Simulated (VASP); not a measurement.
# ReSb (zincblende type) (F-43m) in VASP: further runs

The runs below take ReSb (zincblende type) through single point, with PBE.

All numbers are computed with VASP 6.6.1; they aren't measurements. Logs are shortened: lines on timing, memory, paths and dates and some standing lists are left out, and cuts for length are marked.

**1. The cell of the first run**

It takes space group F-43m (No. 216, cubic). The conventional cell has a = 4.618 Å, b = 4.618 Å, c = 4.618 Å, α = 90.00°, β = 90.00°, γ = 90.00°. Within 2.6 Å of Re (site symmetry -43m) lie 4 Sb at 2.00 Å. Within 2.6 Å of Sb (site symmetry -43m) lie 4 Re at 2.00 Å.

**2. Single point, PBE (12.31 Å³/atom)**

Input file INCAR:

```
SYSTEM = ReSb
PREC = Accurate ; ENCUT = 520
EDIFF = 1E-6 ; ISMEAR = -1
SIGMA = 0.08 ; LREAL = .FALSE.
LASPH = .TRUE. ; NELM = 100
ALGO = Normal ; ISIF = 2
LWAVE = .FALSE. ; LCHARG = .FALSE.
GGA = PE ; NBANDS = 13
```

Input file KPOINTS:

```
regular mesh
0
G
  12 12 12
  0 0 0
```

Input file POSCAR:

```
ReSb
1.0
    0.0000000000      2.3090901639      2.3090901639
    2.3090901639      0.0000000000      2.3090901639
    2.3090901639      2.3090901639      0.0000000000
Re Sb
1 1
Direct
    0.0000000000      0.0000000000      0.0000000000
    0.2500000000      0.2500000000      0.2500000000
```

Potentials or basis: VASP PAW PBE potentials, release 64 (Re, Sb).

Launch:

```
$ cat potpaw_PBE.64/Re/POTCAR potpaw_PBE.64/Sb/POTCAR > POTCAR
$ mpirun -np 1 vasp_std > vasp.out
```

OUTCAR:

```text
SYSTEM = ReSb
   PREC = Accurate
   ENCUT = 520
   EDIFF = 1E-6
   ISMEAR = -1
   LREAL = .FALSE.
   LASPH = .TRUE.
   NELM = 100
   ISIF = 2
   GGA = PE

 ion  position               nearest neighbor table
   1  0.000  0.000  0.000-   2 2.00   2 2.00   2 2.00   2 2.00
   2  0.250  0.250  0.250-   1 2.00   1 2.00   1 2.00   1 2.00

  LATTYP: Found a face centered cubic cell.
 ALAT       =     4.6181803278

  Lattice vectors:

 A1 = (   0.0000000000,   2.3090901639,   2.3090901639)
 A2 = (   2.3090901639,   0.0000000000,   2.3090901639)
 A3 = (   2.3090901639,   2.3090901639,   0.0000000000)

Analysis of symmetry for initial positions (statically):
=====================================================================
 Subroutine PRICEL returns:
 Original cell was already a primitive cell.

 Routine SETGRP: Setting up the symmetry group for a
 face centered cubic supercell.

 Subroutine GETGRP returns: Found 24 space group operations
 (whereof 24 operations were pure point group operations)
 out of a pool of 48 trial point group operations.

The static configuration has the point symmetry T_d .

Analysis of symmetry for dynamics (positions and initial velocities):
=====================================================================
 Subroutine PRICEL returns:
 Original cell was already a primitive cell.

 Routine SETGRP: Setting up the symmetry group for a
 face centered cubic supercell.

 Subroutine GETGRP returns: Found 24 space group operations
 (whereof 24 operations were pure point group operations)
 out of a pool of 48 trial point group operations.

The dynamic configuration has the point symmetry T_d .

 Subroutine INISYM returns: Found 24 space group operations
 (whereof 24 operations are pure point group operations),
 and found     1 'primitive' translations

----------------------------------------------------------------------------------------

                                     Primitive cell

  volume of cell :      24.6237

  direct lattice vectors                    reciprocal lattice vectors
     0.000000000  2.309090164  2.309090164    -0.216535503  0.216535503  0.216535503
     2.309090164  0.000000000  2.309090164     0.216535503 -0.216535503  0.216535503
     2.309090164  2.309090164  0.000000000     0.216535503  0.216535503 -0.216535503

  length of vectors
     3.265546627  3.265546627  3.265546627     0.375050493  0.375050493  0.375050493

  position of ions in fractional coordinates (direct lattice)
     0.000000000  0.000000000  0.000000000
[... 87 lines left out ...]
   TEBEG  =    0.0;   TEEND  =   0.0 temperature during run
   PSTRESS=    0.0 pullay stress
   NELECT =      12.0000    total number of electrons
   NUPDOWN=      -1.0000    fix difference up-down
   EMIN   =  10.00;   EMAX   =-10.00  energy-range for DOS
   EFERMI =   0.00;   METHOD = LEGACY
   ISMEAR =    -1;   SIGMA  =   0.08  broadening in eV -4-tet -1-fermi 0-gaus
   EFERMI_NEDOS =   21; number of points for ismear=-14 and -15
   IALGO  =     38    algorithm
   IMIX   =      4    mixing-type and parameters
     AMIX     =   0.40;   BMIX     =  1.00
     AMIX_MAG =   1.60;   BMIX_MAG =  1.00
  volume/ion in A,a.u.               =      12.31        83.08
  Fermi-wavevector in a.u.,A,eV,Ry     =   1.288302  2.434538 22.581890  1.659722
  Thomas-Fermi vector in A             =   2.420264
   LORBIT       =      0    0 simple, 1 ext, 2 COOP (PROOUT), +10 PAW based schemes
   GGA     = PE    functional components
   LHFCALC =     F    Hartree Fock is set to
   AEXX    =    0.0000 exact exchange contribution
   IVDW    =     0    specifies the selected vdW correction
   LEPSILON=     F    determine dielectric tensor
   LRPA    =     F    only Hartree local field effects (RPA)
 non-spin polarized calculation
  energy-cutoff  :      520.00
  volume of cell :       24.62
 maximum number of plane-waves:       684
   NGX = 13   NGY = 13   NGZ = 13

 number of electron      12.0000000 magnetization

 Free energy of the ion-electron system (eV)
  ---------------------------------------------------
  ext. energy  EPLUGINS =         0.00000000
  ---------------------------------------------------
  free energy    TOTEN  =         5.82740574 eV

  energy without entropy =        5.83772182  energy(sigma->0) =        5.83256378

 E-fermi :  15.7416     XC(G=0): -13.9074

 val. band max:       15.6414815299   @ k =  -0.4167   0.4167   0.1667
 cond. band min:      15.7975544618   @ k =  -0.2500   0.5000   0.2500
 fundamental gap:      0.1560729319
 Fermi energy:        15.7416497546

 k-point     1 :       0.0000    0.0000    0.0000
  band No.  band energies     occupation
      1      -0.2600      2.00000
      2       9.6173      2.00000
      3       9.6173      2.00000
      4       9.6173      2.00000
      5      14.3353      2.00000
      6      14.3353      2.00000
      7      23.8217      0.00000
      8      24.2552      0.00000
      9      24.2552      0.00000
     10      24.2552      0.00000
     11      27.6613      0.00000
     12      32.9282      0.00000
     13      32.9306      0.00000
[... 354 lines left out ...]
  band No.  band energies     occupation
      1       3.9748      2.00000
      2       8.1907      2.00000
      3       9.6745      2.00000
      4      10.6277      2.00000
      5      14.6074      2.00000
      6      14.9813      1.99985
      7      16.1783      0.00849
      8      21.5189      0.00000
      9      22.7477      0.00000
     10      23.1904      0.00000
     11      30.0040      0.00000
     12      30.5118      0.00000
     13      32.2073      0.00000

 [... further k-points ...]

------------------------ aborting loop because EDIFF is reached ----------------------------------------

  FORCE on cell =-STRESS in cart. coord.  units (eV):
  Direction    XX          YY          ZZ          XY          YZ          ZX
  --------------------------------------------------------------------------------------
  -------------------------------------------------------------------------------------
  Total       61.7557612     61.7557612     61.7557612      0.0000000      0.0000000     -0.0000000
  in kB     4018.2355564   4018.2355564   4018.2355564      0.0000000      0.0000000     -0.0000000
  external PRESSURE =    4018.2355564 kB  Pullay stress =       0.0000000 kB

 VOLUME and BASIS-vectors are now :
 -----------------------------------------------------------------------------
  energy-cutoff  :      520.00
  volume of cell :       24.62
      direct lattice vectors                 reciprocal lattice vectors
     0.000000000  2.309090164  2.309090164    -0.216535503  0.216535503  0.216535503
     2.309090164  0.000000000  2.309090164     0.216535503 -0.216535503  0.216535503
     2.309090164  2.309090164  0.000000000     0.216535503  0.216535503 -0.216535503

 POSITION                                       TOTAL-FORCE (eV/Angst)
 -----------------------------------------------------------------------------------
      0.00000      0.00000      0.00000        -0.000000     -0.000000     -0.000000
      1.15455      1.15455      1.15455         0.000000      0.000000      0.000000
 -----------------------------------------------------------------------------------
    total drift:                                0.000000      0.000000      0.000000

  FREE ENERGIE OF THE ION-ELECTRON SYSTEM (eV)
  ---------------------------------------------------
  free  energy   TOTEN  =         5.8274057380 eV

  energy  without entropy=        5.8377218173  energy(sigma->0) =        5.83256378
```

stdout:

```text
POSCAR found type information on POSCAR ReSb
 POSCAR found :  2 types and       2 ions
 scaLAPACK will be used
 LDA part: xc-table for (Slater+PW92), standard interpolation
 POSCAR, INCAR and KPOINTS ok, starting setup
 FFT: planning ... GRIDC
 FFT: planning ... GRID_SOFT
 FFT: planning ... GRID
 WAVECAR not read
 entering main loop
```

It took 34 s on 1 thread of Intel Xeon 8259CL, shared host; peak memory 0.16 GiB.

Results:

- Free energy: 5.8274 eV
- Pressure: 401.8 GPa
- Band gap on the k mesh: 0.16 eV (least direct gap 0.32 eV)

Levels at points of the mesh, in eV from the valence-band top:
| k point | band 2 | band 3 | band 4 | band 5 | band 6 | band 7 | band 8 | band 9 | band 10 | band 11 |
| --- | --- | --- | --- | --- | --- | --- | --- | --- | --- | --- |
| (0.00, 0.00, 0.00) | -6.02 | -6.02 | -6.02 | -1.31 | -1.31 | 8.18 | 8.61 | 8.61 | 8.61 | 12.02 |
| (0.50, 0.00, 0.00) | -7.40 | -5.47 | -5.47 | -0.68 | -0.68 | 0.63 | 5.88 | 7.32 | 7.32 | 15.55 |
| (0.50, 0.50, 0.00) | -9.70 | -3.82 | -1.43 | -1.20 | -1.20 | 1.09 | 1.09 | 2.13 | 10.17 | 14.58 |

Caveat: atoms lie so close that the PAW spheres overlap strongly, which falsifies energies and pressures; the cell stands under pressure; spin-orbit coupling is left out, which moves the levels of the heavy elements.

**3. Single point, PBE (12.31 Å³/atom)**

Input file INCAR:

```
ALGO = Normal
EDIFF = 1E-7
ENCUT = 520
GGA = PE
ISIF = 2
ISMEAR = -1
LASPH = T
LCHARG = F
LREAL = F
LWAVE = F
NBANDS = 13
NELM = 100
PREC = Accurate
SIGMA = 0.08
```

Input file KPOINTS:

```
k-points
0
Gamma
  12 12 12
```

POSCAR is that of step 2.

Potentials or basis: VASP PAW PBE potentials, release 64 (Re, Sb).

Launch:

```
$ cat potpaw_PBE.64/Re/POTCAR potpaw_PBE.64/Sb/POTCAR > POTCAR
$ mpirun -np 1 vasp_std > vasp.out
```

OUTCAR:

```text
EDIFF = 1E-7
   ENCUT = 520
   GGA = PE
   ISIF = 2
   ISMEAR = -1
   LASPH = T
   LREAL = F
   NELM = 100
   PREC = Accurate

 ion  position               nearest neighbor table
   1  0.000  0.000  0.000-   2 2.00   2 2.00   2 2.00   2 2.00
   2  0.250  0.250  0.250-   1 2.00   1 2.00   1 2.00   1 2.00

  LATTYP: Found a face centered cubic cell.
 ALAT       =     4.6181803278

  Lattice vectors:

 A1 = (   0.0000000000,   2.3090901639,   2.3090901639)
 A2 = (   2.3090901639,   0.0000000000,   2.3090901639)
 A3 = (   2.3090901639,   2.3090901639,   0.0000000000)

Analysis of symmetry for initial positions (statically):
=====================================================================
 Subroutine PRICEL returns:
 Original cell was already a primitive cell.

 Routine SETGRP: Setting up the symmetry group for a
 face centered cubic supercell.

 Subroutine GETGRP returns: Found 24 space group operations
 (whereof 24 operations were pure point group operations)
 out of a pool of 48 trial point group operations.

The static configuration has the point symmetry T_d .

Analysis of symmetry for dynamics (positions and initial velocities):
=====================================================================
 Subroutine PRICEL returns:
 Original cell was already a primitive cell.

 Routine SETGRP: Setting up the symmetry group for a
 face centered cubic supercell.

 Subroutine GETGRP returns: Found 24 space group operations
 (whereof 24 operations were pure point group operations)
 out of a pool of 48 trial point group operations.

The dynamic configuration has the point symmetry T_d .

 Subroutine INISYM returns: Found 24 space group operations
 (whereof 24 operations are pure point group operations),
 and found     1 'primitive' translations

----------------------------------------------------------------------------------------
[... 118 lines left out ...]
   GGA     = PE    functional components
   LHFCALC =     F    Hartree Fock is set to
   AEXX    =    0.0000 exact exchange contribution
   IVDW    =     0    specifies the selected vdW correction
   LEPSILON=     F    determine dielectric tensor
   LRPA    =     F    only Hartree local field effects (RPA)
 non-spin polarized calculation
  energy-cutoff  :      520.00
  volume of cell :       24.62
 maximum number of plane-waves:       684
   NGX = 13   NGY = 13   NGZ = 13

 number of electron      12.0000000 magnetization

 Free energy of the ion-electron system (eV)
  ---------------------------------------------------
  ext. energy  EPLUGINS =         0.00000000
  ---------------------------------------------------
  free energy    TOTEN  =         5.82740521 eV

  energy without entropy =        5.83772114  energy(sigma->0) =        5.83256317

 E-fermi :  15.7417     XC(G=0): -13.9074

 val. band max:       15.6415343207   @ k =  -0.4167   0.4167   0.1667
 cond. band min:      15.7976059993   @ k =  -0.2500   0.5000   0.2500
 fundamental gap:      0.1560716786
 Fermi energy:        15.7417016619

 k-point     1 :       0.0000    0.0000    0.0000
  band No.  band energies     occupation
      1      -0.2599      2.00000
      2       9.6174      2.00000
      3       9.6174      2.00000
      4       9.6174      2.00000
      5      14.3353      2.00000
      6      14.3353      2.00000
      7      23.8218      0.00000
      8      24.2553      0.00000
      9      24.2553      0.00000
     10      24.2553      0.00000
     11      27.6614      0.00000
     12      32.9277      0.00000
     13      32.9284      0.00000
[... 354 lines left out ...]
  band No.  band energies     occupation
      1       3.9748      2.00000
      2       8.1908      2.00000
      3       9.6746      2.00000
      4      10.6278      2.00000
      5      14.6074      2.00000
      6      14.9814      1.99985
      7      16.1783      0.00849
      8      21.5190      0.00000
      9      22.7478      0.00000
     10      23.1905      0.00000
     11      30.0041      0.00000
     12      30.5119      0.00000
     13      32.2074      0.00000

 [... further k-points ...]

------------------------ aborting loop because EDIFF is reached ----------------------------------------

  FORCE on cell =-STRESS in cart. coord.  units (eV):
  Direction    XX          YY          ZZ          XY          YZ          ZX
  --------------------------------------------------------------------------------------
  -------------------------------------------------------------------------------------
  Total       61.7560927     61.7560927     61.7560927      0.0000000      0.0000000      0.0000000
  in kB     4018.2571259   4018.2571259   4018.2571259      0.0000000      0.0000000      0.0000000
  external PRESSURE =    4018.2571259 kB  Pullay stress =       0.0000000 kB

 VOLUME and BASIS-vectors are now :
 -----------------------------------------------------------------------------
  energy-cutoff  :      520.00
  volume of cell :       24.62
      direct lattice vectors                 reciprocal lattice vectors
     0.000000000  2.309090164  2.309090164    -0.216535503  0.216535503  0.216535503
     2.309090164  0.000000000  2.309090164     0.216535503 -0.216535503  0.216535503
     2.309090164  2.309090164  0.000000000     0.216535503  0.216535503 -0.216535503

 POSITION                                       TOTAL-FORCE (eV/Angst)
 -----------------------------------------------------------------------------------
      0.00000      0.00000      0.00000         0.000000      0.000000      0.000000
      1.15455      1.15455      1.15455        -0.000000     -0.000000     -0.000000
 -----------------------------------------------------------------------------------
    total drift:                                0.000000      0.000000      0.000000

  FREE ENERGIE OF THE ION-ELECTRON SYSTEM (eV)
  ---------------------------------------------------
  free  energy   TOTEN  =         5.8274052056 eV

  energy  without entropy=        5.8377211394  energy(sigma->0) =        5.83256317
```

OSZICAR:

```text
N       E                     dE             d eps       ncg     rms          rms(c)
DAV:   1     0.591839244162E+02    0.59184E+02   -0.56472E+03  3046   0.102E+03
DAV:   2     0.542362916844E+01   -0.53760E+02   -0.51411E+02  3128   0.246E+02
DAV:   3     0.440887837849E+01   -0.10148E+01   -0.10133E+01  2590   0.339E+01
DAV:   4     0.440474401019E+01   -0.41344E-02   -0.41330E-02  2955   0.181E+00
DAV:   5     0.440463689387E+01   -0.10712E-03   -0.10711E-03  2491   0.293E-01    0.459E+01
DAV:   6     0.550861319210E+01    0.11040E+01   -0.12512E+00  3168   0.334E+01    0.405E+01
DAV:   7     0.578571867807E+01    0.27711E+00   -0.67985E-01  3111   0.222E+01    0.594E+00
DAV:   8     0.582459615030E+01    0.38877E-01   -0.10770E-01  3070   0.878E+00    0.826E-01
DAV:   9     0.582738725588E+01    0.27911E-02   -0.71652E-03  3019   0.110E+00    0.234E-01
DAV:  10     0.582738246027E+01   -0.47956E-05   -0.14727E-04  2805   0.158E-01    0.560E-02
DAV:  11     0.582739068029E+01    0.82200E-05   -0.37015E-06  2990   0.399E-02    0.373E-02
DAV:  12     0.582740688765E+01    0.16207E-04   -0.50125E-06  2839   0.757E-02    0.113E-02
DAV:  13     0.582740579308E+01   -0.10946E-05   -0.80550E-08  1810   0.713E-03    0.247E-03
DAV:  14     0.582740529406E+01   -0.49902E-06   -0.16386E-08  1376   0.207E-03    0.766E-04
DAV:  15     0.582740516327E+01   -0.13079E-06   -0.64821E-09  1301   0.225E-03    0.126E-03
DAV:  16     0.582740520557E+01    0.42296E-07   -0.32184E-09  1286   0.172E-03
   1 F= 0.58274052E+01 E0= 0.58325632E+01  d E =-.103159E-01
```

stdout:

```text
POSCAR found type information on POSCAR ReSb
 POSCAR found :  2 types and       2 ions
 scaLAPACK will be used
 LDA part: xc-table for (Slater+PW92), standard interpolation
 POSCAR, INCAR and KPOINTS ok, starting setup
 FFT: planning ... GRIDC
 FFT: planning ... GRID_SOFT
 FFT: planning ... GRID
 WAVECAR not read
 entering main loop
```

Wall time 39 s (1 thread of Intel Xeon 8259CL, shared host); peak memory 0.16 GiB.

What came out:

```
Free energy            : 5.8274 eV
Pressure               : 401.8 GPa
Band gap on the k mesh : 0.16 eV (least direct gap 0.32 eV)
```

Caveat: atoms lie so close that the PAW spheres overlap strongly, which falsifies energies and pressures; the cell stands under pressure; spin-orbit coupling is left out, which moves the levels of the heavy elements.

**4. Single point, PBE (14.23 Å³/atom)**

This run uses another cell than the first one, of 14.23 Å³/atom.

INCAR is that of step 3.

KPOINTS is that of step 3.

Input file POSCAR:

```
ReSb
1.0
    0.0000000000      2.4230990533      2.4230990533
    2.4230990533      0.0000000000      2.4230990533
    2.4230990533      2.4230990533      0.0000000000
Re Sb
1 1
Direct
    0.0000000000      0.0000000000      0.0000000000
    0.2500000000      0.2500000000      0.2500000000
```

Launch:

```
$ cat potpaw_PBE.64/Re/POTCAR potpaw_PBE.64/Sb/POTCAR > POTCAR
$ mpirun -np 1 vasp_std > vasp.out
```

Run time: 72 s. Hardware: 1 thread of Intel Xeon 8259CL, shared host; peak memory 0.18 GiB.

It converged, with:

| Quantity | Value |
| --- | --- |
| Free energy | -1.8159 eV |
| Pressure | 250.3 GPa |
| Band gap on the k mesh | 0.15 eV (least direct gap 0.22 eV) |

Levels at points of the mesh, in eV from the valence-band top:
```csv
k point,band 2,band 3,band 4,band 5,band 6,band 7,band 8,band 9,band 10,band 11
"(0.00, 0.00, 0.00)",-5.15,-5.15,-5.15,-0.93,-0.93,7.49,8.62,8.62,8.62,11.97
"(0.50, 0.00, 0.00)",-6.63,-4.61,-4.61,-0.36,-0.36,0.46,6.09,6.47,6.47,14.37
"(0.50, 0.50, 0.00)",-8.30,-3.08,-1.35,-1.35,-0.73,1.23,1.23,1.39,9.73,13.08
```

Caveat: the cell stands under pressure; spin-orbit coupling is left out, which moves the levels of the heavy elements.
